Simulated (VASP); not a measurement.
# ScPt (P4/mmm) in VASP: a series of runs

The runs below take ScPt through single point, with LDA.

All numbers are computed with VASP 6.6.1; they aren't measurements. Logs are shortened: lines on timing, memory, paths and dates and some standing lists are left out, and cuts for length are marked.

### 1 The cell of the first run

Symmetry: P4/mmm, No. 123, tetragonal system. The conventional cell has a = 3.270 Å, b = 3.270 Å, c = 3.303 Å, α = 90.00°, β = 90.00°, γ = 90.00°. Sc (site symmetry 4/mmm) has 8 Pt at 2.84 Å and 6 Sc at 3.27 to 3.30 Å within 3.7 Å. Within 3.7 Å of Pt (site symmetry 4/mmm) lie 8 Sc at 2.84 Å and 6 Pt at 3.27 to 3.30 Å.

### 2 Single point, LDA (zz strain of +1 %)

The input, INCAR:

```
  PREC = Accurate
  ENCUT = 520
  EDIFF = 1E-6
  ISMEAR = -1
  SIGMA = 0.05
  LREAL = F
  LASPH = T
  NELM = 80
  ALGO = Normal
  ISIF = 2
  LWAVE = F
  LCHARG = T
  LELF = T
  LVHAR = T
  NBANDS = 18
```

The input, KPOINTS:

```
Automatic mesh
0
Gamma
  10 10 10
```

The input, POSCAR:

```
ScPt
1.0
    3.2700000000      0.0000000000      0.0000000000
    0.0000000000      3.2700000000      0.0000000000
    0.0000000000      0.0000000000      3.3027000000
Sc Pt
1 1
Direct
    0.5000000000      0.5000000000      0.5000000000
    0.0000000000      0.0000000000      0.0000000000
```

Potentials or basis: VASP PAW LDA potentials, release 64 (Sc_sv, Pt).

The run is started by

```bash
cat potpaw_LDA.64/Sc_sv/POTCAR potpaw_LDA.64/Pt/POTCAR > POTCAR
mpirun -np 1 vasp_std > vasp.out
```

OUTCAR:

```text
PREC = Accurate
   ENCUT = 520
   EDIFF = 1E-6
   ISMEAR = -1
   LREAL = F
   LASPH = T
   NELM = 80
   ISIF = 2

 ion  position               nearest neighbor table
   1  0.500  0.500  0.500-   2 2.84   2 2.84   2 2.84   2 2.84   2 2.84   2 2.84   2 2.84   2 2.84

   2  0.000  0.000  0.000-   1 2.84   1 2.84   1 2.84   1 2.84   1 2.84   1 2.84   1 2.84   1 2.84

  LATTYP: Found a simple tetragonal cell.
 ALAT       =     3.2700000000
 C/A-ratio  =     1.0100000000

  Lattice vectors:

 A1 = (   3.2700000000,   0.0000000000,   0.0000000000)
 A2 = (   0.0000000000,   3.2700000000,   0.0000000000)
 A3 = (   0.0000000000,   0.0000000000,   3.3027000000)

Analysis of symmetry for initial positions (statically):
=====================================================================
 Subroutine PRICEL returns:
 Original cell was already a primitive cell.

 Routine SETGRP: Setting up the symmetry group for a
 simple tetragonal supercell.

 Subroutine GETGRP returns: Found 16 space group operations
 (whereof 16 operations were pure point group operations)
 out of a pool of 16 trial point group operations.

The static configuration has the point symmetry D_4h.

Analysis of symmetry for dynamics (positions and initial velocities):
=====================================================================
 Subroutine PRICEL returns:
 Original cell was already a primitive cell.

 Routine SETGRP: Setting up the symmetry group for a
 simple tetragonal supercell.

 Subroutine GETGRP returns: Found 16 space group operations
 (whereof 16 operations were pure point group operations)
 out of a pool of 16 trial point group operations.

The dynamic configuration has the point symmetry D_4h.

 Subroutine INISYM returns: Found 16 space group operations
 (whereof 16 operations are pure point group operations),
 and found     1 'primitive' translations

----------------------------------------------------------------------------------------

                                     Primitive cell

  volume of cell :      35.3154

  direct lattice vectors                    reciprocal lattice vectors
     3.270000000  0.000000000  0.000000000     0.305810398  0.000000000  0.000000000
     0.000000000  3.270000000  0.000000000     0.000000000  0.305810398  0.000000000
     0.000000000  0.000000000  3.302700000     0.000000000  0.000000000  0.302782572

  length of vectors
     3.270000000  3.270000000  3.302700000     0.305810398  0.305810398  0.302782572

  position of ions in fractional coordinates (direct lattice)
     0.500000000  0.500000000  0.500000000
     0.000000000  0.000000000  0.000000000

  ion indices of the primitive-cell ions
   primitive index   ion index
                 1           1
                 2           2

----------------------------------------------------------------------------------------

 KPOINTS: Automatic mesh

Automatic generation of k-mesh.
 Grid dimensions read from file:
 generate k-points for:   10   10   10

 Generating k-lattice:

  Cartesian coordinates                     Fractional coordinates (reciprocal lattice)
     0.030581040  0.000000000  0.000000000     0.100000000  0.000000000  0.000000000
     0.000000000  0.030581040  0.000000000     0.000000000  0.100000000  0.000000000
     0.000000000  0.000000000  0.030278257     0.000000000  0.000000000  0.100000000

  Length of vectors
     0.030581040  0.030581040  0.030278257

  Shift w.r.t. Gamma in fractional coordinates (k-lattice)
     0.000000000  0.000000000  0.000000000

 Subroutine IBZKPT returns following result:
 ===========================================

 Found    126 irreducible k-points:

 Following reciprocal coordinates:
            Coordinates               Weight
  0.000000  0.000000  0.000000      1.000000
  0.100000  0.000000  0.000000      4.000000
  0.200000  0.000000  0.000000      4.000000
  0.300000  0.000000  0.000000      4.000000
  0.400000  0.000000  0.000000      4.000000
  0.500000  0.000000  0.000000      2.000000
[... 16 lines left out ...]
  0.100000  0.000000  0.100000      8.000000
  0.200000  0.000000  0.100000      8.000000
 [... further k-points ...]
   k-points           NKPTS =    126   k-points in BZ     NKDIM =    126   number of bands    NBANDS=     18
   number of dos      NEDOS =    301   number of ions     NIONS =      2
   total plane-waves  NPLWV =  16128
   dimension x,y,z NGX =    24 NGY =   24 NGZ =   28
   dimension x,y,z NGXF=    48 NGYF=   48 NGZF=   56
   ions per type =               1   1
   NGX,Y,Z   is equivalent  to a cutoff of  12.20, 12.20, 14.09 a.u.
   NGXF,Y,Z  is equivalent  to a cutoff of  24.40, 24.40, 28.19 a.u.
 SYSTEM =  unknown system
   PREC   = accura    normal or accurate (medium, high low for compatibility)
   ISTART =      0    job   : 0-new  1-cont  2-samecut
   ICHARG =      2    charge: 1-file 2-atom 10-const
   ISPIN  =      1    spin polarized calculation?
   LNONCOLLINEAR =      F non collinear calculations
   LSORBIT =      F    spin-orbit coupling
   LASPH  =      T    aspherical Exc in radial PAW
   ENCUT  =  520.0 eV  38.22 Ry    6.18 a.u.   6.08  6.08  6.14*2*pi/ulx,y,z
   NELM   =     80;   NELMIN=  2; NELMDL= -5     # of ELM steps
   EDIFF  = 0.1E-05   stopping-criterion for ELM
   LREAL  =      F    real-space projection
   EDIFFG = 0.1E-04   stopping-criterion for IOM
   NSW    =      0    number of steps for IOM
   IBRION =     -1    ionic relax: 0-MD 1-quasi-New 2-CG
   NFREE  =      0    steps in history (QN), initial steepest desc. (CG)
   ISIF   =      2    stress and relaxation
   ISYM   =      2    0-nonsym 1-usesym 2-fastsym
   POTIM  = 0.5000    time-step for ionic-motion
   TEBEG  =    0.0;   TEEND  =   0.0 temperature during run
   PSTRESS=    0.0 pullay stress
   NELECT =      21.0000    total number of electrons
   NUPDOWN=      -1.0000    fix difference up-down
   EMIN   =  10.00;   EMAX   =-10.00  energy-range for DOS
   EFERMI =   0.00;   METHOD = LEGACY
   ISMEAR =    -1;   SIGMA  =   0.05  broadening in eV -4-tet -1-fermi 0-gaus
   EFERMI_NEDOS =   21; number of points for ismear=-14 and -15
   IALGO  =     38    algorithm
   IMIX   =      4    mixing-type and parameters
     AMIX     =   0.40;   BMIX     =  1.00
     AMIX_MAG =   1.60;   BMIX_MAG =  1.00
  volume/ion in A,a.u.               =      17.66       119.16
  Fermi-wavevector in a.u.,A,eV,Ry     =   1.376659  2.601508 25.785626  1.895190
  Thomas-Fermi vector in A             =   2.501884
   LORBIT       =      0    0 simple, 1 ext, 2 COOP (PROOUT), +10 PAW based schemes
   GGA     = CA    functional components
   LHFCALC =     F    Hartree Fock is set to
   AEXX    =    0.0000 exact exchange contribution
   IVDW    =     0    specifies the selected vdW correction
   LEPSILON=     F    determine dielectric tensor
   LRPA    =     F    only Hartree local field effects (RPA)
 non-spin polarized calculation
  energy-cutoff  :      520.00
  volume of cell :       35.32
 maximum number of plane-waves:       968
   NGX = 13   NGY = 13   NGZ = 13

 number of electron      20.9999998 magnetization

 Free energy of the ion-electron system (eV)
  ---------------------------------------------------
  ext. energy  EPLUGINS =         0.00000000
  ---------------------------------------------------
  free energy    TOTEN  =       -16.64155295 eV

  energy without entropy =      -16.62668260  energy(sigma->0) =      -16.63411777

 E-fermi :   7.7450     XC(G=0): -12.1868

 val. band max:        7.7391378855   @ k =   0.5000   0.4000   0.3000
 cond. band min:       7.7506357839   @ k =   0.4000   0.3000   0.5000
 fundamental gap:      0.0114978984
 Fermi energy:         7.7449561498

 k-point     1 :       0.0000    0.0000    0.0000
  band No.  band energies     occupation
      1     -41.5167      2.00000
      2     -20.3932      2.00000
      3     -20.3847      2.00000
      4     -20.3847      2.00000
      5      -0.3005      2.00000
      6       2.5625      2.00000
[... 10 lines left out ...]
     17      15.0654      0.00000
     18      15.0654      0.00000

 k-point     2 :       0.1000    0.0000    0.0000
  band No.  band energies     occupation
      1     -41.5144      2.00000
      2     -20.4088      2.00000
      3     -20.3920      2.00000
      4     -20.3835      2.00000
      5      -0.1173      2.00000
      6       2.6297      2.00000
[... 10 lines left out ...]
     17      15.3956      0.00000
     18      15.6441      0.00000

 k-point     3 :       0.2000    0.0000    0.0000
  band No.  band energies     occupation
      1     -41.5085      2.00000
      2     -20.4712      2.00000
      3     -20.3888      2.00000
      4     -20.3803      2.00000
      5       0.4040      2.00000
      6       2.8136      2.00000
[... 10 lines left out ...]
     17      16.7726      0.00000
     18      16.9952      0.00000

 k-point     4 :       0.3000    0.0000    0.0000
  band No.  band energies     occupation
      1     -41.5012      2.00000
      2     -20.5473      2.00000
      3     -20.3849      2.00000
      4     -20.3763      2.00000
      5       1.1599      2.00000
      6       3.0712      2.00000
[... 10 lines left out ...]
     17      18.4834      0.00000
     18      18.6958      0.00000

 k-point     5 :       0.4000    0.0000    0.0000
  band No.  band energies     occupation
      1     -41.4953      2.00000
      2     -20.6081      2.00000
      3     -20.3817      2.00000
      4     -20.3730      2.00000
      5       1.9020      2.00000
      6       3.3141      2.00000
[... 10 lines left out ...]
     17      20.2888      0.00000
     18      20.4998      0.00000

 k-point     6 :       0.5000    0.0000    0.0000
  band No.  band energies     occupation
      1     -41.4930      2.00000
      2     -20.6312      2.00000
      3     -20.3805      2.00000
      4     -20.3718      2.00000
      5       2.2228      2.00000
      6       3.4182      2.00000
[... 307 lines left out ...]
 k-point    21 :       0.5000    0.5000    0.0000
  band No.  band energies     occupation
      1     -41.4735      2.00000
      2     -20.5828      2.00000
      3     -20.5828      2.00000
      4     -20.3544      2.00000
      5       2.2761      2.00000
      6       2.4586      2.00000
[... 10 lines left out ...]
     17      14.3190      0.00000
     18      16.7261      0.00000

 k-point    22 :       0.0000    0.0000    0.1000
  band No.  band energies     occupation
      1     -41.5147      2.00000
      2     -20.4154      2.00000
      3     -20.3837      2.00000
      4     -20.3837      2.00000
      5      -0.1218      2.00000
      6       2.6259      2.00000
[... 10 lines left out ...]
     17      15.6358      0.00000
     18      15.6358      0.00000

 k-point    23 :       0.1000    0.0000    0.1000
  band No.  band energies     occupation
      1     -41.5124      2.00000
      2     -20.4150      2.00000
      3     -20.4062      2.00000
      4     -20.3824      2.00000
      5       0.0567      2.00000
      6       2.7101      2.00000
[... 10 lines left out ...]
     17      14.9114      0.00000
     18      16.0890      0.00000

 k-point    24 :       0.2000    0.0000    0.1000
  band No.  band energies     occupation
      1     -41.5066      2.00000
      2     -20.4693      2.00000
      3     -20.4093      2.00000
      4     -20.3789      2.00000
      5       0.5618      2.00000
      6       2.8903      2.00000
[... 10 lines left out ...]
     17      15.9179      0.00000
     18      17.2538      0.00000

 [... further k-points ...]
[... 5 lines left out ...]
  --------------------------------------------------------------------------------------
  -------------------------------------------------------------------------------------
  Total       -1.3635700     -1.3635700     -1.3661402      0.0000000      0.0000000      0.0000000
  in kB      -61.8619181    -61.8619181    -61.9785234      0.0000000      0.0000000      0.0000000
  external PRESSURE =     -61.9007865 kB  Pullay stress =       0.0000000 kB

 VOLUME and BASIS-vectors are now :
 -----------------------------------------------------------------------------
  energy-cutoff  :      520.00
  volume of cell :       35.32
      direct lattice vectors                 reciprocal lattice vectors
     3.270000000  0.000000000  0.000000000     0.305810398  0.000000000  0.000000000
     0.000000000  3.270000000  0.000000000     0.000000000  0.305810398  0.000000000
     0.000000000  0.000000000  3.302700000     0.000000000  0.000000000  0.302782572

 POSITION                                       TOTAL-FORCE (eV/Angst)
 -----------------------------------------------------------------------------------
      1.63500      1.63500      1.65135         0.000000      0.000000      0.000000
      0.00000      0.00000      0.00000         0.000000      0.000000      0.000000
 -----------------------------------------------------------------------------------
    total drift:                                0.000000      0.000000     -0.000000

  FREE ENERGIE OF THE ION-ELECTRON SYSTEM (eV)
  ---------------------------------------------------
  free  energy   TOTEN  =       -16.6415529521 eV

  energy  without entropy=      -16.6266825962  energy(sigma->0) =      -16.63411777
```

It took 20 s on 1 thread of Intel Xeon 6975P-C (Granite Rapids), shared host; peak memory 0.19 GiB.

Results:

```yaml
Free_energy: -16.6416 eV
Pressure: -6.2 GPa
Band_gap_on_the_k_mesh: zero (an odd number of electrons rules out a gap without spin polarisation)
```

Levels at points of the mesh, in eV from the Fermi level:
| k point | band 7 | band 8 | band 9 | band 10 | band 11 | band 12 | band 13 | band 14 | band 15 | band 16 |
| --- | --- | --- | --- | --- | --- | --- | --- | --- | --- | --- |
| (0.00, 0.00, 0.00) | -5.18 | -2.85 | -2.85 | -2.80 | 1.35 | 1.43 | 3.38 | 3.38 | 3.38 | 7.05 |
| (0.50, 0.00, 0.00) | -3.30 | -3.25 | -3.20 | -2.44 | -0.88 | -0.14 | 1.08 | 1.16 | 2.62 | 3.99 |
| (0.50, 0.50, 0.00) | -3.91 | -3.91 | -1.58 | -0.77 | 0.36 | 0.36 | 1.96 | 3.44 | 3.44 | 3.53 |
| (0.00, 0.00, 0.50) | -3.34 | -3.19 | -3.19 | -2.41 | -1.01 | -0.17 | 1.17 | 1.17 | 2.65 | 3.86 |
| (0.50, 0.00, 0.50) | -3.85 | -3.84 | -1.62 | -0.87 | 0.29 | 0.31 | 1.86 | 3.43 | 3.45 | 3.49 |
| (0.50, 0.50, 0.50) | -4.28 | -1.57 | -1.53 | -1.42 | -1.39 | -1.39 | 3.00 | 3.56 | 3.61 | 8.78 |

Caveat: the cell differs from its parent crystal (zz strain of +1 %); the cell stands under tension; spin-orbit coupling is left out, which moves the levels of the heavy elements.

(Continued in part 2 of 2.)
